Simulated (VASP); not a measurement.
## Nb: single point with PBE

Crystal: Nb.

```xyz
1
Lattice="0.0000 2.0972 2.0972 2.0972 0.0000 2.0972 2.0972 2.0972 0.0000" Properties=species:S:1:pos:R:3 pbc="T T T"
Nb    0.0000    0.0000    0.0000
```

This cell differs from its parent crystal: volume scaled by 0.975.

```json
{
  "Program": "VASP 6.6.1",
  "Task": "single point",
  "Functional": "PBE",
  "Potentials or basis": "VASP PAW PBE potentials, release 64 (Nb_sv)",
  "Cutoff": "520 eV",
  "k mesh": "13 × 13 × 13",
  "Occupations": "fermi-dirac, width 0.08 eV",
  "Spin": "no spin polarisation"
}
```

```json
{
 "Pressure": "2.8 GPa"
}
```

Levels at points of the mesh, in eV from the Fermi level:
```tsv
k point	band 4	band 5	band 6	band 7	band 8	band 9
(0.00, 0.00, 0.00)	-30.12	-6.25	0.11	0.11	0.11	2.76
```

It took 13 s on 1 thread of Intel(R) Xeon(R) Platinum 8259CL CPU @ 2.50GHz (Skylake/Cascade Lake) (shared host), peak memory 0.14 GiB.
